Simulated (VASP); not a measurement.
# NaH (Fm-3m) in VASP: a series of runs

NaH is run at these levels: PBE; tasks: single point.

All numbers are computed with VASP 6.6.1; they aren't measurements. Logs are shortened: lines on timing, memory, paths and dates and some standing lists are left out, and cuts for length are marked.

## Step 1: The cell of the first run

Symmetry: Fm-3m, No. 225, cubic system. The conventional cell has a = 4.795 Å, b = 4.795 Å, c = 4.795 Å, α = 90.00°, β = 90.00°, γ = 90.00°. Within 3.2 Å of Na (site symmetry m-3m) lie 6 H at 2.40 Å. Within 3.2 Å of H (site symmetry m-3m) lie 6 Na at 2.40 Å.

## Step 2: Single point, PBE

Input file INCAR:

```
SYSTEM = NaH
ALGO = Normal
EDIFF = 1E-6
ENCUT = 500
GGA = PE
GGA_COMPAT = .False.
ISIF = 2
ISMEAR = 0
LASPH = .True.
LCHARG = .False.
LREAL = .False.
LWAVE = .False.
NBANDS = 11
NELM = 120
PREC = Accurate
SIGMA = 0.2
```

Input file KPOINTS:

```
k-points
0
Gamma
  6 6 6
  0 0 0
```

Input file POSCAR:

```
NaH
1.0
    0.0000000000      2.3975116427      2.3975116427
    2.3975116427      0.0000000000      2.3975116427
    2.3975116427      2.3975116427      0.0000000000
Na H
1 1
Direct
    0.0000000000      0.0000000000      0.0000000000
    0.5000000000      0.5000000000      0.5000000000
```

Potentials or basis: VASP PAW PBE potentials, release 64 (Na_pv, H).

Launch:

```
> cat potpaw_PBE.64/Na_pv/POTCAR potpaw_PBE.64/H/POTCAR > POTCAR
> mpirun -np 1 vasp_std > vasp.out
```

OUTCAR:

```text
SYSTEM = NaH
   EDIFF = 1E-6
   ENCUT = 500
   GGA = PE
   ISIF = 2
   ISMEAR = 0
   LASPH = .True.
   LREAL = .False.
   NELM = 120
   PREC = Accurate

 ion  position               nearest neighbor table
   1  0.000  0.000  0.000-
   2  0.500  0.500  0.500-

  LATTYP: Found a face centered cubic cell.
 ALAT       =     4.7950232854

  Lattice vectors:

 A1 = (   0.0000000000,   2.3975116427,   2.3975116427)
 A2 = (   2.3975116427,   0.0000000000,   2.3975116427)
 A3 = (   2.3975116427,   2.3975116427,   0.0000000000)

Analysis of symmetry for initial positions (statically):
=====================================================================
 Subroutine PRICEL returns:
 Original cell was already a primitive cell.

 Routine SETGRP: Setting up the symmetry group for a
 face centered cubic supercell.

 Subroutine GETGRP returns: Found 48 space group operations
[... 9 lines left out ...]

 Routine SETGRP: Setting up the symmetry group for a
 face centered cubic supercell.

 Subroutine GETGRP returns: Found 48 space group operations
[... 11 lines left out ...]
                                     Primitive cell

  volume of cell :      27.5621

  direct lattice vectors                    reciprocal lattice vectors
     0.000000000  2.397511643  2.397511643    -0.208549561  0.208549561  0.208549561
     2.397511643  0.000000000  2.397511643     0.208549561 -0.208549561  0.208549561
     2.397511643  2.397511643  0.000000000     0.208549561  0.208549561 -0.208549561

  length of vectors
     3.390593481  3.390593481  3.390593481     0.361218435  0.361218435  0.361218435

  position of ions in fractional coordinates (direct lattice)
     0.000000000  0.000000000  0.000000000
     0.500000000  0.500000000  0.500000000

  ion indices of the primitive-cell ions
   primitive index   ion index
                 1           1
                 2           2

----------------------------------------------------------------------------------------

 KPOINTS: k-points

Automatic generation of k-mesh.
 Grid dimensions read from file:
 generate k-points for:    6    6    6

 Generating k-lattice:

  Cartesian coordinates                     Fractional coordinates (reciprocal lattice)
    -0.034758260  0.034758260  0.034758260     0.166666667  0.000000000  0.000000000
     0.034758260 -0.034758260  0.034758260     0.000000000  0.166666667  0.000000000
     0.034758260  0.034758260 -0.034758260     0.000000000  0.000000000  0.166666667

  Length of vectors
     0.060203073  0.060203073  0.060203073

  Shift w.r.t. Gamma in fractional coordinates (k-lattice)
     0.000000000  0.000000000  0.000000000

 Subroutine IBZKPT returns following result:
 ===========================================

 Found     16 irreducible k-points:

 Following reciprocal coordinates:
            Coordinates               Weight
  0.000000  0.000000  0.000000      1.000000
  0.166667  0.000000  0.000000      8.000000
  0.333333  0.000000  0.000000      8.000000
  0.500000  0.000000  0.000000      4.000000
  0.166667  0.166667  0.000000      6.000000
  0.333333  0.166667  0.000000     24.000000
[... 8 lines left out ...]
 -0.333333  0.333333  0.166667     24.000000
 -0.333333  0.500000  0.166667     12.000000
   k-points           NKPTS =     16   k-points in BZ     NKDIM =     16   number of bands    NBANDS=     11
   number of dos      NEDOS =    301   number of ions     NIONS =      2
   total plane-waves  NPLWV =  21952
   dimension x,y,z NGX =    28 NGY =   28 NGZ =   28
   dimension x,y,z NGXF=    56 NGYF=   56 NGZF=   56
   ions per type =               1   1
   NGX,Y,Z   is equivalent  to a cutoff of  13.73, 13.73, 13.73 a.u.
   NGXF,Y,Z  is equivalent  to a cutoff of  27.46, 27.46, 27.46 a.u.
 SYSTEM =  NaH
   PREC   = accura    normal or accurate (medium, high low for compatibility)
   ISTART =      0    job   : 0-new  1-cont  2-samecut
   ICHARG =      2    charge: 1-file 2-atom 10-const
   ISPIN  =      1    spin polarized calculation?
   LNONCOLLINEAR =      F non collinear calculations
   LSORBIT =      F    spin-orbit coupling
   LASPH  =      T    aspherical Exc in radial PAW
   ENCUT  =  500.0 eV  36.75 Ry    6.06 a.u.   6.18  6.18  6.18*2*pi/ulx,y,z
   NELM   =    120;   NELMIN=  2; NELMDL= -5     # of ELM steps
   EDIFF  = 0.1E-05   stopping-criterion for ELM
   LREAL  =      F    real-space projection
   EDIFFG = 0.1E-04   stopping-criterion for IOM
   NSW    =      0    number of steps for IOM
   IBRION =     -1    ionic relax: 0-MD 1-quasi-New 2-CG
   NFREE  =      0    steps in history (QN), initial steepest desc. (CG)
   ISIF   =      2    stress and relaxation
   ISYM   =      2    0-nonsym 1-usesym 2-fastsym
   POTIM  = 0.5000    time-step for ionic-motion
   TEBEG  =    0.0;   TEEND  =   0.0 temperature during run
   PSTRESS=    0.0 pullay stress
   NELECT =       8.0000    total number of electrons
   NUPDOWN=      -1.0000    fix difference up-down
   EMIN   =  10.00;   EMAX   =-10.00  energy-range for DOS
   EFERMI =   0.00;   METHOD = LEGACY
   ISMEAR =     0;   SIGMA  =   0.20  broadening in eV -4-tet -1-fermi 0-gaus
   EFERMI_NEDOS =   21; number of points for ismear=-14 and -15
   IALGO  =     38    algorithm
   IMIX   =      4    mixing-type and parameters
     AMIX     =   0.40;   BMIX     =  1.00
     AMIX_MAG =   1.60;   BMIX_MAG =  1.00
  volume/ion in A,a.u.               =      13.78        93.00
  Fermi-wavevector in a.u.,A,eV,Ry     =   1.083929  2.048328 15.985508  1.174902
  Thomas-Fermi vector in A             =   2.220007
   LORBIT       =      0    0 simple, 1 ext, 2 COOP (PROOUT), +10 PAW based schemes
   GGA     = PE    functional components
   LHFCALC =     F    Hartree Fock is set to
   AEXX    =    0.0000 exact exchange contribution
   IVDW    =     0    specifies the selected vdW correction
   LEPSILON=     F    determine dielectric tensor
   LRPA    =     F    only Hartree local field effects (RPA)
 non-spin polarized calculation
 Gauss-broadening in eV      SIGMA  =   0.20
  energy-cutoff  :      500.00
  volume of cell :       27.56
 maximum number of plane-waves:       725
 NGX is ok and might be reduce to    28
   NGX = 13   NGY = 13   NGZ = 13

 number of electron       7.9999992 magnetization

 Free energy of the ion-electron system (eV)
  ---------------------------------------------------
  ext. energy  EPLUGINS =         0.00000000
  ---------------------------------------------------
  free energy    TOTEN  =        -5.08616075 eV

  energy without entropy =       -5.08616075  energy(sigma->0) =       -5.08616075

 E-fermi :  -0.2229     XC(G=0):  -7.8488

 val. band max:       -1.0858118018   @ k =  -0.3333   0.5000   0.1667
 cond. band min:       2.7607082013   @ k =   0.5000   0.0000   0.0000
 fundamental gap:      3.8465200031
 Fermi energy:        -0.2229265924

 k-point     1 :       0.0000    0.0000    0.0000
  band No.  band energies     occupation
      1     -23.1001      2.00000
      2     -23.1001      2.00000
      3     -23.1001      2.00000
      4      -4.7225      2.00000
      5       9.5865      0.00000
      6      14.7380      0.00000
      7      14.7380      0.00000
      8      14.7380      0.00000
      9      15.6542      0.00000
     10      15.6542      0.00000
     11      15.6542      0.00000

 k-point     2 :       0.1667    0.0000    0.0000
  band No.  band energies     occupation
      1     -23.1258      2.00000
      2     -23.1032      2.00000
      3     -23.1032      2.00000
      4      -4.2408      2.00000
      5       7.9808      0.00000
      6      11.4633      0.00000
      7      13.6305      0.00000
      8      13.6305      0.00000
      9      16.8719      0.00000
     10      16.8719      0.00000
     11      17.2249      0.00000

 k-point     3 :       0.3333    0.0000    0.0000
  band No.  band energies     occupation
      1     -23.1765      2.00000
      2     -23.1092      2.00000
      3     -23.1092      2.00000
      4      -2.9553      2.00000
      5       4.6236      0.00000
      6      10.2045      0.00000
      7      12.7740      0.00000
      8      12.7740      0.00000
      9      16.0908      0.00000
     10      16.0908      0.00000
     11      18.3367      0.00000

 k-point     4 :       0.5000    0.0000    0.0000
  band No.  band energies     occupation
      1     -23.2014      2.00000
      2     -23.1122      2.00000
      3     -23.1122      2.00000
      4      -1.9060      2.00000
      5       2.7607      0.00000
      6       9.9047      0.00000
      7      12.4906      0.00000
      8      12.4906      0.00000
      9      15.5864      0.00000
     10      15.5864      0.00000
     11      18.1630      0.00000

 k-point     5 :       0.1667    0.1667    0.0000
  band No.  band energies     occupation
      1     -23.1248      2.00000
      2     -23.1087      2.00000
      3     -23.1087      2.00000
      4      -4.0872      2.00000
      5       7.9413      0.00000
      6      11.9320      0.00000
      7      12.1070      0.00000
      8      12.1070      0.00000
      9      15.7078      0.00000
     10      17.7849      0.00000
     11      19.6483      0.00000

 k-point     6 :       0.3333    0.1667    0.0000
  band No.  band energies     occupation
      1     -23.1613      2.00000
      2     -23.1161      2.00000
      3     -23.1160      2.00000
      4      -3.0806      2.00000
      5       5.7425      0.00000
      6       9.0087      0.00000
      7      11.3179      0.00000
      8      13.1840      0.00000
      9      15.0357      0.00000
     10      17.8043      0.00000
     11      19.1479      0.00000

 k-point     7 :       0.5000    0.1667    0.0000
  band No.  band energies     occupation
      1     -23.1901      2.00000
      2     -23.1265      2.00000
      3     -23.1178      2.00000
      4      -1.8131      2.00000
      5       3.4494      0.00000
      6       7.8012      0.00000
      7      11.3468      0.00000
      8      12.6107      0.00000
      9      16.0105      0.00000
     10      17.7092      0.00000
     11      19.8062      0.00000

 k-point     8 :      -0.3333    0.1667    0.0000
  band No.  band energies     occupation
      1     -23.1824      2.00000
      2     -23.1298      2.00000
      3     -23.1123      2.00000
      4      -2.1703      2.00000
      5       4.0699      0.00000
      6       7.5304      0.00000
      7      12.2240      0.00000
      8      12.8141      0.00000
      9      16.4491      0.00000
     10      16.9625      0.00000
     11      20.0820      0.00000

 k-point     9 :      -0.1667    0.1667    0.0000
  band No.  band energies     occupation
      1     -23.1501      2.00000
      2     -23.1185      2.00000
      3     -23.1050      2.00000
      4      -3.4913      2.00000
      5       6.5298      0.00000
      6       8.7423      0.00000
      7      13.2477      0.00000
      8      13.8715      0.00000
      9      16.1738      0.00000
     10      17.3566      0.00000
     11      17.8372      0.00000

 k-point    10 :       0.3333    0.3333    0.0000
  band No.  band energies     occupation
      1     -23.1699      2.00000
      2     -23.1258      2.00000
      3     -23.1258      2.00000
      4      -2.4622      2.00000
      5       5.2125      0.00000
      6       9.7988      0.00000
      7      10.3517      0.00000
      8      10.3517      0.00000
      9      12.3652      0.00000
     10      20.5293      0.00000
     11      22.6982      0.00000

 k-point    11 :       0.5000    0.3333    0.0000
  band No.  band energies     occupation
      1     -23.1813      2.00000
      2     -23.1408      2.00000
      3     -23.1288      2.00000
      4      -1.4844      2.00000
      5       4.2026      0.00000
      6       6.8609      0.00000
      7      10.1835      0.00000
      8      10.8161      0.00000
      9      14.1105      0.00000
     10      20.8365      0.00000
     11      21.7081      0.00000

 k-point    12 :      -0.3333    0.3333    0.0000
  band No.  band energies     occupation
      1     -23.1667      2.00000
      2     -23.1636      2.00000
      3     -23.1221      2.00000
      4      -1.3058      2.00000
      5       4.7209      0.00000
      6       4.8948      0.00000
      7      10.8373      0.00000
      8      11.5009      0.00000
      9      17.5820      0.00000
     10      20.4535      0.00000
     11      20.9128      0.00000

 k-point    13 :       0.5000    0.5000    0.0000
  band No.  band energies     occupation
      1     -23.1904      2.00000
      2     -23.1344      2.00000
      3     -23.1344      2.00000
      4      -1.2204      2.00000
      5       3.6452      0.00000
      6       9.0814      0.00000
      7       9.7798      0.00000
      8       9.7798      0.00000
      9      10.9712      0.00000
     10      23.0724      0.00000
     11      24.8592      0.00000

 k-point    14 :       0.5000    0.3333    0.1667
  band No.  band energies     occupation
      1     -23.1737      2.00000
      2     -23.1384      2.00000
      3     -23.1208      2.00000
      4      -2.0404      2.00000
      5       4.8186      0.00000
      6       6.8032      0.00000
      7       9.7793      0.00000
      8      14.6552      0.00000
      9      14.7503      0.00000
     10      17.1170      0.00000
     11      21.0467      0.00000

 k-point    15 :      -0.3333    0.3333    0.1667
  band No.  band energies     occupation
      1     -23.1762      2.00000
      2     -23.1498      2.00000
      3     -23.1264      2.00000
      4      -1.3020      2.00000
      5       4.1225      0.00000
      6       5.9162      0.00000
      7       8.9386      0.00000
      8      14.6630      0.00000
      9      15.8559      0.00000
     10      18.3083      0.00000
     11      20.2266      0.00000

 k-point    16 :      -0.3333    0.5000    0.1667
  band No.  band energies     occupation
      1     -23.1763      2.00000
      2     -23.1483      2.00000
      3     -23.1361      2.00000
      4      -1.0858      2.00000
      5       4.2676      0.00000
      6       6.1629      0.00000
      7       7.8180      0.00000
      8      14.1108      0.00000
      9      14.2858      0.00000
     10      20.0290      0.00000
     11      20.1783      0.00000

------------------------ aborting loop because EDIFF is reached ----------------------------------------

  FORCE on cell =-STRESS in cart. coord.  units (eV):
  Direction    XX          YY          ZZ          XY          YZ          ZX
  --------------------------------------------------------------------------------------
  -------------------------------------------------------------------------------------
  Total        0.0841396      0.0841396      0.0841396     -0.0000000     -0.0000000      0.0000000
  in kB        4.8910109      4.8910109      4.8910109     -0.0000000     -0.0000000      0.0000000
  external PRESSURE =       4.8910109 kB  Pullay stress =       0.0000000 kB

 VOLUME and BASIS-vectors are now :
 -----------------------------------------------------------------------------
  energy-cutoff  :      500.00
  volume of cell :       27.56
      direct lattice vectors                 reciprocal lattice vectors
     0.000000000  2.397511643  2.397511643    -0.208549561  0.208549561  0.208549561
     2.397511643  0.000000000  2.397511643     0.208549561 -0.208549561  0.208549561
     2.397511643  2.397511643  0.000000000     0.208549561  0.208549561 -0.208549561

 POSITION                                       TOTAL-FORCE (eV/Angst)
 -----------------------------------------------------------------------------------
      0.00000      0.00000      0.00000        -0.000000      0.000000     -0.000000
      2.39751      2.39751      2.39751         0.000000     -0.000000      0.000000
 -----------------------------------------------------------------------------------
    total drift:                               -0.000000     -0.000000     -0.000000

  FREE ENERGIE OF THE ION-ELECTRON SYSTEM (eV)
  ---------------------------------------------------
  free  energy   TOTEN  =        -5.0861607518 eV

  energy  without entropy=       -5.0861607518  energy(sigma->0) =       -5.08616075
```

Wall time 12 s (1 thread of Intel Xeon 8259CL, shared host); peak memory 0.14 GiB.

What came out:

```
Free energy            : -5.0862 eV
Pressure               : 0.5 GPa
Band gap on the k mesh : 3.85 eV, indirect (least direct gap 4.67 eV)
```

Levels at points of the mesh, in eV from the valence-band top:
| k point | band 2 | band 3 | band 4 | band 5 | band 6 | band 7 |
| --- | --- | --- | --- | --- | --- | --- |
| (0.00, 0.00, 0.00) | -22.01 | -22.01 | -3.64 | 10.67 | 15.82 | 15.82 |
| (0.50, 0.00, 0.00) | -22.03 | -22.03 | -0.82 | 3.85 | 10.99 | 13.58 |
| (0.50, 0.50, 0.00) | -22.05 | -22.05 | -0.13 | 4.73 | 10.17 | 10.87 |

## Step 3: Single point, PBE

Input file INCAR:

```
PREC = Accurate
ENCUT = 500
EDIFF = 1E-6
ISMEAR = 0
SIGMA = 0.01
LREAL = False
LASPH = True
NELM = 120
ALGO = Normal
ISIF = 2
LWAVE = False
LCHARG = False
GGA = PE
NBANDS = 11
GGA_COMPAT = False
```

Input file KPOINTS:

```
regular mesh
0
Gamma
  6 6 6
```

POSCAR is that of step 2.

Potentials or basis: VASP PAW PBE potentials, release 64 (Na_pv, H).

Launch:

```
> cat potpaw_PBE.64/Na_pv/POTCAR potpaw_PBE.64/H/POTCAR > POTCAR
> mpirun -np 1 vasp_std > vasp.out
```

It took 9 s on 1 thread of Intel Xeon 8259CL, shared host; peak memory 0.14 GiB.

The run converged. Its results:

```yaml
Free_energy: -5.0862 eV
Pressure: 0.5 GPa
Band_gap_on_the_k_mesh: 3.85 eV, indirect (least direct gap 4.67 eV)
```

Levels at points of the mesh, in eV from the valence-band top:
```
           k point  band 1  band 2  band 3  band 4  band 5  band 6  band 7  band 8  band 9
(0.00, 0.00, 0.00)  -22.01  -22.01  -22.01   -3.64   10.67   15.82   15.82   15.82   16.74
(0.50, 0.00, 0.00)  -22.12  -22.03  -22.03   -0.82    3.85   10.99   13.58   13.58   16.67
(0.50, 0.50, 0.00)  -22.10  -22.05  -22.05   -0.13    4.73   10.17   10.87   10.87   12.06
```
